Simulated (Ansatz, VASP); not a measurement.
**MnPt2: VASP beside Ansatz**

Contents of INCAR:

```
SYSTEM = MnPt2
ALGO     = Normal         ! electronic algorithm
EDIFF    = 1E-6           ! SCF threshold, eV
ENCUT    = 520            ! plane-wave cutoff, eV
GGA      = PE             ! functional
ISIF     = 2              ! what is computed and relaxed
ISMEAR   = -1             ! smearing method
ISPIN    = 2              ! spin polarisation
LASPH    = .True.         ! aspherical terms in the spheres
LCHARG   = .False.        ! write CHGCAR
LMAXMIX  = 4              ! l up to which the mixer works
LORBIT   = 11             ! projections on sites
LREAL    = .False.        ! projectors in reciprocal space
LWAVE    = .False.        ! write WAVECAR
MAGMOM   = 0 0 4          ! initial moments
NBANDS   = 28             ! bands
NELM     = 150            ! most SCF steps
PREC     = Accurate       ! precision mode
SIGMA    = 0.05           ! smearing width, eV
```

Contents of KPOINTS:

```
k-points
0
Gamma
  11 11 4
  0 0 0
```

Contents of POSCAR:

```
MnPt2
1.0
    2.8584044518      0.0000000000      0.0000000000
   -1.4292022259      2.4754508696      0.0000000000
    0.0000000000      0.0000000000      6.5325040000
Pt Mn
2 1
Direct
    0.6666666667      0.3333333333      0.3162060000
    0.3333333333      0.6666666667      0.6837940000
    0.0000000000      0.0000000000      0.0000000000
```

input.yaml

```yaml
crystal:
  lattice:
    - [2.8584044518, 0.0, 0.0]
    - [-1.4292022259, 2.4754508696, 0.0]
    - [0.0, 0.0, 6.532504]
  atoms:
    - { symbol: Pt, position: [0.6666666667, 0.3333333333, 0.316206] }
    - { symbol: Pt, position: [0.3333333333, 0.6666666667, 0.683794] }
    - { symbol: Mn, position: [0.0, 0.0, 0.0], spin: 4.0 }
hamiltonian:
  xc: pbe
  pseudopotentials: { kind: paw }
magnetization:
  spin_polarized: true
kpoints:
  mp_grid: { grid: [11, 11, 4] }
scf:
  occupations: { method: fermi_dirac, width: 0.05 }
output:
  forces: true
  stress: true
  eigenvalues: true
  write_density: true
  write_potential: true
  elf: true
  volumetric_format: npy
```

Alike in both runs: task single point; functional PBE; k mesh 11 × 11 × 4; occupations fermi-dirac, width 0.05 eV; collinear spin.

|  | VASP | Ansatz |
| --- | --- | --- |
| version | VASP 6.6.1 | Ansatz 0.2.0 |
| potentials or method | VASP PAW PBE potentials, release 64 (Pt, Mn_pv) | Ansatz PAW |
| plane-wave cutoff (eV) | 520 | 420 |
| valence electrons in the cell | 33 | 51 |

Ansatz gave:

| Quantity | Value |
| --- | --- |
| gap on the k mesh at the Fermi level (eV) | none |
| pressure (GPa) | -0.5 |
| traceless stress, the component that is largest in VASP (GPa) | 1.78 |
| rms of the force components (eV/Å) | 0.011 |
| net moment per atom (μB) | 1.52 |
| size of the moment on the site where the two differ most (μB) | 3.74 |

Problem. Estimate VASP's values.

Solution. gap on the k mesh at the Fermi level (eV): none; pressure (GPa): -0.6; traceless stress, the component that is largest in VASP (GPa): 1.89; rms of the force components (eV/Å): 0.016; net moment per atom (μB): 1.52; size of the moment on the site where the two differ most (μB): 3.77.

Site moments also hang on the region over which each program counts them. Atom by atom the forces differ by 0.004 eV/Å (rms over components). A gap of «none» marks a metal or a gap that the smearing closes. With one functional, cell and mesh, what is left measures potentials, basis and numerics. VASP's potentials hold 33 valence electrons a cell and Ansatz's 51, so a difference there can come from the potentials and not from the codes.

Spin-orbit coupling is off throughout.
